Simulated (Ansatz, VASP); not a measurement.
# One calculation of CdS, two programs

```
Cd S
1.0
     4.17748    0.00000    0.00000
    -2.08874    3.61781    0.00000
     0.00000    0.00000    6.78162
Cd S
2 2
Direct
  0.66667 0.33333 0.50000
  0.33333 0.66667 0.00000
  0.66667 0.33333 0.87500
  0.33333 0.66667 0.37500
```

Alike in both runs: task single point; functional PBE exchange alone; k mesh 7 × 7 × 4; occupations fermi-dirac, width 0.05 eV; no spin polarisation.

|  | VASP | Ansatz |
| --- | --- | --- |
| version | VASP 6.6.1 | Ansatz 0.2.0 |
| potentials or method | VASP PAW PBE potentials, release 64 (Cd, S) | Ansatz PAW |
| plane-wave cutoff (eV) | 520 | 420 |
| valence electrons in the cell | 36 | 52 |

VASP gave:

| Quantity | Value |
| --- | --- |
| gap on the k mesh at the Fermi level (eV) | 1.12 |
| least direct gap on the mesh (eV) | 1.12 |
| pressure (GPa) | 9.5 |
| traceless stress, the component that is largest in VASP (GPa) | 0.60 |
| rms of the force components (eV/Å) | 0.037 |

What did Ansatz give for the same quantities?

gap on the k mesh at the Fermi level (eV): 1.12; least direct gap on the mesh (eV): 1.12; pressure (GPa): 9.2; traceless stress, the component that is largest in VASP (GPa): 0.59; rms of the force components (eV/Å): 0.036.

VASP's potentials were made for PBE, not for PBE exchange alone. Atom by atom the forces differ by 0.001 eV/Å (rms over components). With one functional, cell and mesh, what is left measures potentials, basis and numerics. VASP's potentials hold 36 valence electrons a cell and Ansatz's 52, so a difference there can come from the potentials and not from the codes.

Noted on Ansatz's run: odd divisions of the mesh miss points on the zone boundary, where band edges often lie, so the gap on the mesh can be too wide.
